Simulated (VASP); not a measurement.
The system is AgPd2.

```
Ag Pd
1.0
     0.00000    2.98577    2.98577
     2.98577    0.00000    2.98577
     2.98577    2.98577    0.00000
Ag Pd
1 2
Direct
  0.00000 0.00000 0.00000
  0.25000 0.25000 0.25000
  0.75000 0.75000 0.75000
```

The cell was built from a structure type or drawn by symmetry, and may not be a known phase.

| Quantity | Value |
| --- | --- |
| Program | VASP 6.6.1 |
| Task | relaxation of cell and atoms |
| Functional | PBE |
| Potentials or basis | VASP PAW PBE potentials, release 64 (Ag, Pd) |
| Cutoff | 600 eV |
| k mesh | 6 × 6 × 6 |
| Occupations | gaussian, width 0.1 eV |
| Spin | no spin polarisation |

At the start: pressure 10.7 GPa; volume 17.75 Å³/atom.

Question: Where does the relaxation end?

Answer: Over 3 steps the energy falls by 49.4 meV/atom and the volume is 19.39 Å³/atom (+9.2 %); space group Fm-3m (No. 225, to 0.1 Å) before and after.

The path:
```
step  energy change (eV)  largest force (eV/Å)  pressure (GPa)  volume (Å³)
   1              0.0000                0.0000           10.70        53.24
   2             -0.0504                0.0000           -5.96        62.90
   3             -0.1482                0.0000           -0.07        58.16
```

Final structure:
```
CELL_PARAMETERS angstrom
0.00000 3.07513 3.07513
3.07513 0.00000 3.07513
3.07513 3.07513 0.00000
ATOMIC_POSITIONS crystal
Ag 0.00000 0.00000 0.00000
Pd 0.25000 0.25000 0.25000
Pd 0.75000 0.75000 0.75000
```
